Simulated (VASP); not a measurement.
A run of VASP 6.6.1:

INCAR

```
ALGO = Normal
EDIFF = 1E-6
EDIFFG = -0.01
ENCUT = 600
GGA = PS
IBRION = 2
ISIF = 3
ISMEAR = -1
ISPIN = 2
LASPH = True
LCHARG = False
LMAXMIX = 4
LORBIT = 11
LREAL = False
LWAVE = False
MAGMOM = 4 0
NELM = 150
NSW = 80
PREC = Accurate
PSTRESS = 200.0
SIGMA = 0.05
```

Contents of KPOINTS:

```
k-points
0
Gamma
  10 10 10
```

Contents of POSCAR:

```
MnO
1.0
    0.0000000000      2.2239077028      2.2239077028
    2.2239077028      0.0000000000      2.2239077028
    2.2239077028      2.2239077028      0.0000000000
Mn O
1 1
Direct
    0.0000000000      0.0000000000      0.0000000000
    0.5000000000      0.5000000000      0.5000000000
```

Potentials or basis: VASP PAW PBE potentials, release 64 (Mn_pv, O).

Run with:

```bash
$ cat potpaw_PBE.64/Mn_pv/POTCAR potpaw_PBE.64/O/POTCAR > POTCAR
$ mpirun -np 1 vasp_std > vasp.out
```

Hardware: 1 thread of Intel Xeon 8259CL, on a shared host.

Question: Estimate the wall time of this run.

Answer: Run time: 6.6 min on 1 thread of Intel Xeon 8259CL, with other jobs on the host, peak memory 0.2 GiB. Counts: scf iterations 65, k points 47, ion steps 7.
